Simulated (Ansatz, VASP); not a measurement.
# One calculation of CsSnI3, two programs

INCAR

```
PREC = Accurate
ENCUT = 520
EDIFF = 1E-7
ISMEAR = 0
SIGMA = 0.03
LREAL = F
LASPH = T
NELM = 100
ALGO = Normal
ISIF = 2
LWAVE = F
LCHARG = T
GGA = PS
LELF = T
LVHAR = T
NBANDS = 30
```

The input KPOINTS:

```
Automatic mesh
0
Gamma
  6 6 6
```

POSCAR

```
CsSnI3
1.0
    6.2057000000      0.0000000000      0.0000000000
    0.0000000000      6.2057000000      0.0000000000
    0.0000000000      0.0000000000      6.2057000000
Cs Sn I
1 1 3
Direct
    0.0000000000      0.0000000000      0.0000000000
    0.5000000000      0.5000000000      0.5000000000
   -0.0201427720      0.5000000000      0.5000000000
    0.4798572280      0.0000000000      0.5000000000
    0.4798572280      0.5000000000      0.0000000000
```

Input for Ansatz:

```yaml
crystal:
  lattice:
    - [6.2057, 0.0, 0.0]
    - [0.0, 6.2057, 0.0]
    - [0.0, 0.0, 6.2057]
  atoms:
    - { symbol: Cs, position: [0.0, 0.0, 0.0] }
    - { symbol: Sn, position: [0.5, 0.5, 0.5] }
    - { symbol: I, position: [-0.020142772, 0.5, 0.5] }
    - { symbol: I, position: [0.479857228, 0.0, 0.5] }
    - { symbol: I, position: [0.479857228, 0.5, 0.0] }
basis:
  ecutwfc: 420
kpoints:
  mp_grid: { grid: [6, 6, 6] }
hamiltonian:
  xc: pbesol
scf:
  occupations: { method: gaussian, width: 0.03 }
output:
  forces: true
  stress: true
  eigenvalues: true
```

Change from the starting cell: all I atoms moved +0.125 Å, as atom 3 towards its neighbour atom 2 (Sn) at 3.103 Å.

Alike in both runs: task single point; functional PBEsol; k mesh 6 × 6 × 6; occupations gaussian, width 0.03 eV; no spin polarisation.

|  | VASP | Ansatz |
| --- | --- | --- |
| version | VASP 6.6.1 | Ansatz 0.2.0 |
| potentials or method | VASP PAW PBE potentials, release 64 (Cs_sv, Sn_d, I), cutoff 520 eV | scalar-relativistic, plane waves, PAW |
| valence electrons in the cell | 44 | 74 |

```csv
,VASP,Ansatz,Ansatz less VASP
gap on the k mesh at the Fermi level (eV),0.28,0.28,+0.008
least direct gap on the mesh (eV),0.28,0.28,+0.008
pressure (GPa),-0.5,-0.5,-0.01
"traceless stress, the component that is largest in VASP (GPa)",0.11,0.11,-0.001
rms of the force components (eV/Å),0.034,0.032,-0.0020
```

VASP's potentials were made for PBE, not for PBEsol. Atom by atom the forces differ by 0.002 eV/Å (rms over components). With one functional, cell and mesh, what is left measures potentials, basis and numerics. VASP's potentials hold 44 valence electrons a cell and Ansatz's 74, so a difference there can come from the potentials and not from the codes.

Spin-orbit coupling is off throughout.
